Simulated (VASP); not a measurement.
# MnF2 (P4_2/mnm) in VASP: further runs

The runs below take MnF2 through single point, with PBEsol+U.

All numbers are computed with VASP 6.6.1; they aren't measurements. Logs are shortened: lines on timing, memory, paths and dates and some standing lists are left out, and cuts for length are marked.

### 1 The cell of the first run

It takes space group P4_2/mnm (No. 136, tetragonal). Conventional cell: a = 4.873 Å, b = 4.873 Å, c = 3.310 Å, α = 90.00°, β = 90.00°, γ = 90.00°. Within 2.8 Å of Mn (site symmetry mmm) lie 6 F at 2.10 to 2.13 Å. F (site symmetry m2m) has 3 Mn at 2.10 to 2.13 Å and 1 F at 2.69 Å within 2.8 Å.

### 2 Single point, PBEsol+U, collinear spin, antiferromagnetic start

Input file INCAR:

```
SYSTEM = MnF2
ALGO     = Normal         ! electronic algorithm
EDIFF    = 1E-6           ! SCF threshold, eV
ENCUT    = 520            ! plane-wave cutoff, eV
GGA      = PS             ! functional
ISIF     = 2              ! what is computed and relaxed
ISMEAR   = 0              ! smearing method
ISPIN    = 2              ! spin polarisation
LASPH    = .TRUE.         ! aspherical terms in the spheres
LCHARG   = .FALSE.        ! write CHGCAR
LDAU     = .TRUE.         ! DFT+U
LDAUJ    = 0 0          
LDAUL    = 2 -1           ! shell
LDAUPRINT= 1            
LDAUTYPE = 2            
LDAUU    = 3 0            ! U, eV
LMAXMIX  = 4              ! l up to which the mixer works
LORBIT   = 11             ! projections on sites
LREAL    = .FALSE.        ! projectors in reciprocal space
LWAVE    = .FALSE.        ! write WAVECAR
MAGMOM   = 4.2 -4.2 -0.02 0.02 -0.02 0.02 ! initial moments
NBANDS   = 40             ! bands
NELM     = 150            ! most SCF steps
PREC     = Accurate       ! precision mode
SIGMA    = 0.05           ! smearing width, eV
```

Input file KPOINTS:

```
k-points
0
G
  4 4 6
  0 0 0
```

Input file POSCAR:

```
MnF2
1.0
    4.8733996600      0.0000000000      0.0000000000
    0.0000000000      4.8733996600      0.0000000000
    0.0000000000      0.0000000000      3.3098997700
Mn F
2 4
Direct
    0.0000000000      0.0000000000      0.0000000000
    0.5000000000      0.5000000000      0.5000000000
    0.3050000000      0.3050000000      0.0000000000
    0.1950000000      0.8050000000      0.5000000000
    0.6950000000      0.6950000000      0.0000000000
    0.8050000000      0.1950000000      0.5000000000
```

Potentials or basis: VASP PAW PBE potentials, release 64 (Mn_pv, F).

The run is started by

```
cat potpaw_PBE.64/Mn_pv/POTCAR potpaw_PBE.64/F/POTCAR > POTCAR
mpirun -np 1 vasp_std > vasp.out
```

OUTCAR:

```text
SYSTEM = MnF2
   EDIFF = 1E-6
   ENCUT = 520
   GGA = PS
   ISIF = 2
   ISMEAR = 0
   ISPIN = 2
   LASPH = .TRUE.
   LORBIT = 11
   LREAL = .FALSE.
   NELM = 150
   PREC = Accurate

 ion  position               nearest neighbor table
   1  0.000  0.000  0.000-   3 2.10   5 2.10   4 2.13   6 2.13   4 2.13   6 2.13
   2  0.500  0.500  0.500-   4 2.10   6 2.10   5 2.13   3 2.13   3 2.13   5 2.13
   3  0.305  0.305  0.000-   1 2.10   2 2.13   2 2.13
   4  0.195  0.805  0.500-   2 2.10   1 2.13   1 2.13
   5  0.695  0.695  0.000-   1 2.10   2 2.13   2 2.13
   6  0.805  0.195  0.500-   2 2.10   1 2.13   1 2.13

  LATTYP: Found a simple tetragonal cell.
 ALAT       =     4.8733996600
 C/A-ratio  =     0.6791767556

  Lattice vectors:

 A1 = (   4.8733996600,   0.0000000000,   0.0000000000)
 A2 = (   0.0000000000,   4.8733996600,   0.0000000000)
 A3 = (   0.0000000000,   0.0000000000,   3.3098997700)

Analysis of symmetry for initial positions (statically):
=====================================================================
 Subroutine PRICEL returns:
 Original cell was already a primitive cell.

 Routine SETGRP: Setting up the symmetry group for a
 simple tetragonal supercell.

 Subroutine GETGRP returns: Found 16 space group operations
 (whereof  8 operations were pure point group operations)
 out of a pool of 16 trial point group operations.

The static configuration has the point symmetry D_2h.
 The point group associated with its full space group is D_4h.

Analysis of symmetry for dynamics (positions and initial velocities):
=====================================================================
 Subroutine PRICEL returns:
 Original cell was already a primitive cell.

 Routine SETGRP: Setting up the symmetry group for a
 simple tetragonal supercell.

 Subroutine GETGRP returns: Found 16 space group operations
 (whereof  8 operations were pure point group operations)
 out of a pool of 16 trial point group operations.

The dynamic configuration has the point symmetry D_2h.
 The point group associated with its full space group is D_4h.

Analysis of structural, dynamic, and magnetic symmetry:
=====================================================================
 Subroutine PRICEL returns:
 Original cell was already a primitive cell.

 Routine SETGRP: Setting up the symmetry group for a
 simple tetragonal supercell.

 Subroutine GETGRP returns: Found 16 space group operations
 (whereof  8 operations were pure point group operations)
 out of a pool of 16 trial point group operations.

The overall configuration has the point symmetry D_2h.
 The point group associated with its full space group is D_4h.

 Subroutine INISYM returns: Found 16 space group operations
 (whereof  8 operations are pure point group operations),
 and found     1 'primitive' translations

----------------------------------------------------------------------------------------

                                     Primitive cell

  volume of cell :      78.6102

  direct lattice vectors                    reciprocal lattice vectors
     4.873399660  0.000000000  0.000000000     0.205195566  0.000000000  0.000000000
     0.000000000  4.873399660  0.000000000     0.000000000  0.205195566  0.000000000
     0.000000000  0.000000000  3.309899770     0.000000000  0.000000000  0.302123952
[... 161 lines left out ...]
  o =  0.0705  v =  0.0000  0.0000  0.0000  0.0000  0.0000 -0.7921 -0.0000  0.6105  0.0000  0.0000      0.0000  0.0000  0.0000  0.0000  0.0000  0.0000  0.0000  0.0000  0.0000  0.0000
  o =  0.9411  v = -0.5995 -0.0000 -0.8004  0.0000 -0.0000  0.0000  0.0000  0.0000  0.0000  0.0000      0.0000  0.0000  0.0000  0.0000  0.0000  0.0000  0.0000  0.0000  0.0000  0.0000
  o =  0.9445  v = -0.0000 -0.7071 -0.0000 -0.7071  0.0000  0.0000  0.0000  0.0000  0.0000  0.0000      0.0000  0.0000  0.0000  0.0000  0.0000  0.0000  0.0000  0.0000  0.0000  0.0000
  o =  0.9449  v =  0.0000 -0.0000  0.0000 -0.0000 -1.0000  0.0000  0.0000  0.0000  0.0000  0.0000      0.0000  0.0000  0.0000  0.0000  0.0000  0.0000  0.0000  0.0000  0.0000  0.0000
  o =  0.9789  v =  0.0000 -0.7071  0.0000  0.7071 -0.0000  0.0000  0.0000  0.0000  0.0000  0.0000      0.0000  0.0000  0.0000  0.0000  0.0000  0.0000  0.0000  0.0000  0.0000  0.0000
  o =  0.9815  v = -0.8004 -0.0000  0.5995  0.0000 -0.0000  0.0000  0.0000  0.0000  0.0000  0.0000      0.0000  0.0000  0.0000  0.0000  0.0000  0.0000  0.0000  0.0000  0.0000  0.0000

atom =   2  type =  1  l = 2

 onsite density matrix

spin component  1

  0.0494  0.0000  0.0274  0.0000  0.0000
  0.0000  0.0407  0.0000  0.0230  0.0000
  0.0274  0.0000  0.0350  0.0000 -0.0000
  0.0000  0.0230  0.0000  0.0407  0.0000
  0.0000  0.0000 -0.0000  0.0000  0.0152

spin component  2

  0.9670  0.0000  0.0194  0.0000 -0.0000
  0.0000  0.9617  0.0000  0.0172  0.0000
  0.0194  0.0000  0.9556  0.0000  0.0000
  0.0000  0.0172  0.0000  0.9617  0.0000
 -0.0000  0.0000  0.0000  0.0000  0.9449

 occupancies and eigenvectors

  o =  0.0139  v = -0.6105 -0.0000  0.7921  0.0000  0.0000  0.0000  0.0000  0.0000  0.0000  0.0000      0.0000  0.0000  0.0000  0.0000  0.0000  0.0000  0.0000  0.0000  0.0000  0.0000
  o =  0.0152  v = -0.0000  0.0000  0.0000  0.0000 -1.0000  0.0000  0.0000  0.0000  0.0000  0.0000      0.0000  0.0000  0.0000  0.0000  0.0000  0.0000  0.0000  0.0000  0.0000  0.0000
  o =  0.0177  v =  0.0000 -0.7071  0.0000  0.7071 -0.0000  0.0000  0.0000  0.0000  0.0000  0.0000      0.0000  0.0000  0.0000  0.0000  0.0000  0.0000  0.0000  0.0000  0.0000  0.0000
  o =  0.0637  v =  0.0000 -0.7071  0.0000 -0.7071 -0.0000  0.0000  0.0000  0.0000  0.0000  0.0000      0.0000  0.0000  0.0000  0.0000  0.0000  0.0000  0.0000  0.0000  0.0000  0.0000
  o =  0.0705  v = -0.7921 -0.0000 -0.6105  0.0000  0.0000  0.0000  0.0000  0.0000  0.0000  0.0000      0.0000  0.0000  0.0000  0.0000  0.0000  0.0000  0.0000  0.0000  0.0000  0.0000
  o =  0.9411  v =  0.0000  0.0000  0.0000  0.0000  0.0000 -0.5995 -0.0000  0.8004  0.0000 -0.0000      0.0000  0.0000  0.0000  0.0000  0.0000  0.0000  0.0000  0.0000  0.0000  0.0000
  o =  0.9445  v =  0.0000  0.0000  0.0000  0.0000  0.0000 -0.0000 -0.7071  0.0000  0.7071  0.0000      0.0000  0.0000  0.0000  0.0000  0.0000  0.0000  0.0000  0.0000  0.0000  0.0000
  o =  0.9449  v =  0.0000  0.0000  0.0000  0.0000  0.0000  0.0000 -0.0000 -0.0000  0.0000 -1.0000      0.0000  0.0000  0.0000  0.0000  0.0000  0.0000  0.0000  0.0000  0.0000  0.0000
  o =  0.9789  v =  0.0000  0.0000  0.0000  0.0000  0.0000  0.0000 -0.7071 -0.0000 -0.7071 -0.0000      0.0000  0.0000  0.0000  0.0000  0.0000  0.0000  0.0000  0.0000  0.0000  0.0000
  o =  0.9815  v =  0.0000  0.0000  0.0000  0.0000  0.0000 -0.8004 -0.0000 -0.5995  0.0000 -0.0000      0.0000  0.0000  0.0000  0.0000  0.0000  0.0000  0.0000  0.0000  0.0000  0.0000

 number of electron      54.0000033 magnetization       0.0000000

 Free energy of the ion-electron system (eV)
  ---------------------------------------------------
  ext. energy  EPLUGINS =         0.00000000
  ---------------------------------------------------
  free energy    TOTEN  =       -39.51015813 eV

  energy without entropy =      -39.51015813  energy(sigma->0) =      -39.51015813

 E-fermi :   2.0052     XC(G=0):  -9.9918

 val. band max:        1.6507616369   @ k =   0.5000   0.0000   0.0000
 cond. band min:       4.7391166100   @ k =   0.0000   0.0000   0.0000
 fundamental gap:      3.0883549731
 Fermi energy:         2.0052291657

 spin component 1

 k-point     1 :       0.0000    0.0000    0.0000
  band No.  band energies     occupation
      1     -46.7012      1.00000
      2     -46.6401      1.00000
      3     -46.6331      1.00000
      4     -41.7449      1.00000
      5     -41.6821      1.00000
      6     -41.6726      1.00000
[... 997 lines left out ...]
     38      12.3708      0.00000
     39      12.4598      0.00000
 Fermi energy:         2.0052291657

 spin component 2

 k-point     1 :       0.0000    0.0000    0.0000
  band No.  band energies     occupation
      1     -46.7012      1.00000
      2     -46.6401      1.00000
      3     -46.6331      1.00000
      4     -41.7449      1.00000
      5     -41.6821      1.00000
      6     -41.6726      1.00000
[... 997 lines left out ...]
     38      12.3708      0.00000
     39      12.4598      0.00000
 [bands above 39 left out]

------------------------ aborting loop because EDIFF is reached ----------------------------------------

  FORCE on cell =-STRESS in cart. coord.  units (eV):
  Direction    XX          YY          ZZ          XY          YZ          ZX
  --------------------------------------------------------------------------------------
  -------------------------------------------------------------------------------------
  Total       -0.0359724     -0.0359724     -0.2042667     -0.0000000      0.0000000      0.0000000
  in kB       -0.7331642     -0.7331642     -4.1632190     -0.0000000      0.0000000      0.0000000
  external PRESSURE =      -1.8765158 kB  Pullay stress =       0.0000000 kB

 VOLUME and BASIS-vectors are now :
 -----------------------------------------------------------------------------
  energy-cutoff  :      520.00
  volume of cell :       78.61
      direct lattice vectors                 reciprocal lattice vectors
     4.873399660  0.000000000  0.000000000     0.205195566  0.000000000  0.000000000
     0.000000000  4.873399660  0.000000000     0.000000000  0.205195566  0.000000000
     0.000000000  0.000000000  3.309899770     0.000000000  0.000000000  0.302123952

 POSITION                                       TOTAL-FORCE (eV/Angst)
 -----------------------------------------------------------------------------------
      0.00000      0.00000      0.00000         0.000000      0.000000      0.000000
      2.43670      2.43670      1.65495         0.000000      0.000000      0.000000
      1.48639      1.48639      0.00000        -0.011757     -0.011757     -0.000000
      0.95031      3.92309      1.65495         0.011757     -0.011757     -0.000000
      3.38701      3.38701      0.00000         0.011757      0.011757      0.000000
      3.92309      0.95031      1.65495        -0.011757      0.011757      0.000000
 -----------------------------------------------------------------------------------
    total drift:                                0.000000      0.000000      0.000000

  FREE ENERGIE OF THE ION-ELECTRON SYSTEM (eV)
  ---------------------------------------------------
  free  energy   TOTEN  =       -39.5101581336 eV

  energy  without entropy=      -39.5101581336  energy(sigma->0) =      -39.51015813

 total charge

# of ion       s       p       d       tot
------------------------------------------
    1        0.166   6.150   4.953  11.270
    2        0.166   6.150   4.953  11.270
    3        1.731   4.359   0.000   6.091
    4        1.731   4.359   0.000   6.091
    5        1.731   4.359   0.000   6.091
    6        1.731   4.359   0.000   6.091
--------------------------------------------------
tot          7.258  29.738   9.906  46.902

 magnetization (x)

# of ion       s       p       d       tot
------------------------------------------
    1        0.018   0.018   4.601   4.637
    2       -0.018  -0.018  -4.601  -4.637
    3       -0.002  -0.017   0.000  -0.019
    4        0.002   0.017   0.000   0.019
    5       -0.002  -0.017   0.000  -0.019
    6        0.002   0.017   0.000   0.019
--------------------------------------------------
tot          0.000   0.000  -0.000  -0.000
```

It took 2.7 min on 1 thread of Oxide Virtual Turin-like, shared host; peak memory 0.24 GiB.

Results:

```
Free energy                                           : -39.5102 eV
Pressure                                              : -0.2 GPa
Largest force                                         : 0.017 eV/Å
Band gap on the k mesh                                : 3.09 eV, indirect (least direct gap 3.13 eV)
Net moment                                            : 0.00 μB per cell
Site moments                                          : Mn +4.64, -4.64; F -0.02, +0.02 μB
Valence electrons inside the program's atomic spheres : Mn 11.27; F 6.09
```

Forces in eV/Å, atoms in the order of the input:
```
Mn   0.000  0.000  0.000
Mn   0.000  0.000  0.000
F   -0.012 -0.012  0.000
F    0.012 -0.012  0.000
F    0.012  0.012  0.000
F   -0.012  0.012  0.000
```

Eigenvalues of the final occupation matrices:
```tsv
site	spin	trace	eigenvalues
site 1 d	1	4.79	0.94 0.94 0.94 0.98 0.98
site 1 d	2	0.18	0.01 0.02 0.02 0.06 0.07
site 2 d	1	0.18	0.01 0.02 0.02 0.06 0.07
site 2 d	2	4.79	0.94 0.94 0.94 0.98 0.98
```

Caveat: the PAW data sets were made with another functional, which shifts forces and pressure a little. A k mesh can miss the band edges.

### 3 Single point, PBEsol+U, collinear spin, ferrimagnetic start

Input file INCAR:

```
PREC = Accurate
ENCUT = 520
EDIFF = 1E-6
ISMEAR = 0
SIGMA = 0.05
LREAL = False
LASPH = True
NELM = 150
ALGO = Normal
ISIF = 2
LWAVE = False
LCHARG = True
ISPIN = 2
MAGMOM = 4.2 -2.55 0.03 0.02 0.03 0.02
LORBIT = 11
LMAXMIX = 4
LDAU = True
LDAUTYPE = 2
LDAUL = 2 -1
LDAUU = 3 0
LDAUJ = 0 0
LDAUPRINT = 1
GGA = PS
LELF = True
LVHAR = True
NBANDS = 40
```

Input file KPOINTS:

```
regular mesh
0
Gamma
  4 4 6
```

POSCAR is that of step 2.

Potentials or basis: VASP PAW PBE potentials, release 64 (Mn_pv, F).

The run is started by

```
cat potpaw_PBE.64/Mn_pv/POTCAR potpaw_PBE.64/F/POTCAR > POTCAR
mpirun -np 1 vasp_std > vasp.out
```

OUTCAR:

```text
PREC = Accurate
   ENCUT = 520
   EDIFF = 1E-6
   ISMEAR = 0
   LREAL = False
   LASPH = True
   NELM = 150
   ISIF = 2
   ISPIN = 2
   LORBIT = 11
   GGA = PS

 ion  position               nearest neighbor table
   1  0.000  0.000  0.000-   3 2.10   5 2.10   4 2.13   6 2.13   4 2.13   6 2.13
   2  0.500  0.500  0.500-   4 2.10   6 2.10   5 2.13   3 2.13   3 2.13   5 2.13
   3  0.305  0.305  0.000-   1 2.10   2 2.13   2 2.13
   4  0.195  0.805  0.500-   2 2.10   1 2.13   1 2.13
   5  0.695  0.695  0.000-   1 2.10   2 2.13   2 2.13
   6  0.805  0.195  0.500-   2 2.10   1 2.13   1 2.13

  LATTYP: Found a simple tetragonal cell.
 ALAT       =     4.8733996600
 C/A-ratio  =     0.6791767556

[... 2330 lines left out ...]
      0.00000      0.00000      0.00000         0.000000      0.000000      0.000000
      2.43670      2.43670      1.65495         0.000000      0.000000      0.000000
      1.48639      1.48639      0.00000        -0.011771     -0.011771      0.000000
      0.95031      3.92309      1.65495         0.011721     -0.011721      0.000000
      3.38701      3.38701      0.00000         0.011771      0.011771      0.000000
      3.92309      0.95031      1.65495        -0.011721      0.011721      0.000000
 -----------------------------------------------------------------------------------
    total drift:                                0.000000      0.000000      0.000000

  FREE ENERGIE OF THE ION-ELECTRON SYSTEM (eV)
  ---------------------------------------------------
  free  energy   TOTEN  =       -39.5101580344 eV

  energy  without entropy=      -39.5101580344  energy(sigma->0) =      -39.51015803

 total charge

# of ion       s       p       d       tot
------------------------------------------
    1        0.166   6.150   4.953  11.270
    2        0.166   6.150   4.953  11.270
    3        1.731   4.359   0.000   6.091
    4        1.731   4.359   0.000   6.091
    5        1.731   4.359   0.000   6.091
    6        1.731   4.359   0.000   6.091
--------------------------------------------------
tot          7.258  29.738   9.906  46.902

 magnetization (x)

# of ion       s       p       d       tot
------------------------------------------
    1        0.018   0.018   4.601   4.637
    2       -0.018  -0.018  -4.601  -4.637
    3       -0.002  -0.017   0.000  -0.019
    4        0.002   0.017   0.000   0.019
    5       -0.002  -0.017   0.000  -0.019
    6        0.002   0.017   0.000   0.019
--------------------------------------------------
tot          0.000  -0.000  -0.000  -0.000
```

OSZICAR:

```text
N       E                     dE             d eps       ncg     rms          rms(c)
DAV:   1     0.671394481485E+03    0.67139E+03   -0.29769E+04  4584   0.151E+03
DAV:   2     0.212686345430E+02   -0.65013E+03   -0.60894E+03  4648   0.460E+02
DAV:   3    -0.373887265108E+02   -0.58657E+02   -0.57918E+02  5176   0.150E+02
DAV:   4    -0.383265879767E+02   -0.93786E+00   -0.93655E+00  4752   0.209E+01
DAV:   5    -0.383374739158E+02   -0.10886E-01   -0.10886E-01  5080   0.225E+00    0.247E+01
DAV:   6    -0.385068788361E+02   -0.16940E+00   -0.20217E+01  5072   0.339E+01    0.193E+01
DAV:   7    -0.394319349708E+02   -0.92506E+00   -0.20800E+00  4680   0.135E+01    0.116E+01
DAV:   8    -0.394154288801E+02    0.16506E-01   -0.20207E-01  5080   0.342E+00    0.714E+00
DAV:   9    -0.395088558871E+02   -0.93427E-01   -0.54566E-02  4984   0.202E+00    0.633E-01
DAV:  10    -0.395094377785E+02   -0.58189E-03   -0.11106E-02  4800   0.810E-01    0.204E-01
DAV:  11    -0.395099473595E+02   -0.50958E-03   -0.13680E-03  4984   0.241E-01    0.106E-01
DAV:  12    -0.395100696284E+02   -0.12227E-03   -0.65322E-05  4752   0.722E-02    0.404E-02
DAV:  13    -0.395101515854E+02   -0.81957E-04   -0.45865E-05  4632   0.446E-02    0.241E-02
DAV:  14    -0.395101579027E+02   -0.63173E-05   -0.79485E-06  4920   0.183E-02    0.104E-02
DAV:  15    -0.395101580344E+02   -0.13173E-06   -0.20400E-06  4120   0.812E-03
   1 F= -.39510158E+02 E0= -.39510158E+02  d E =-.158201E-24  mag=     0.0000
```

Wall time 2.4 min (1 thread of Oxide Virtual Turin-like, shared host); peak memory 0.25 GiB.

Results:

| Property | Result |
| --- | --- |
| Free energy | -39.5102 eV |
| Pressure | -0.2 GPa |
| Largest force | 0.017 eV/Å |
| Band gap on the k mesh | 3.09 eV, indirect (least direct gap 3.13 eV) |
| Net moment | 0.00 μB per cell |
| Site moments | Mn +4.64, -4.64; F -0.02, +0.02 μB |
| Valence electrons inside the program's atomic spheres | Mn 11.27; F 6.09 |

Forces on the atoms (eV/Å):
```
Mn   0.000  0.000  0.000
Mn   0.000  0.000  0.000
F   -0.012 -0.012  0.000
F    0.012 -0.012  0.000
F    0.012  0.012  0.000
F   -0.012  0.012  0.000
```

Eigenvalues of the final occupation matrices:
```
    site  spin  trace               eigenvalues
site 1 d     1   4.79  0.94 0.94 0.94 0.98 0.98
site 1 d     2   0.18  0.01 0.02 0.02 0.06 0.07
site 2 d     1   0.18  0.01 0.02 0.02 0.06 0.07
site 2 d     2   4.79  0.94 0.94 0.94 0.98 0.98
```

Caveat: the PAW data sets were made with another functional, which shifts forces and pressure a little.
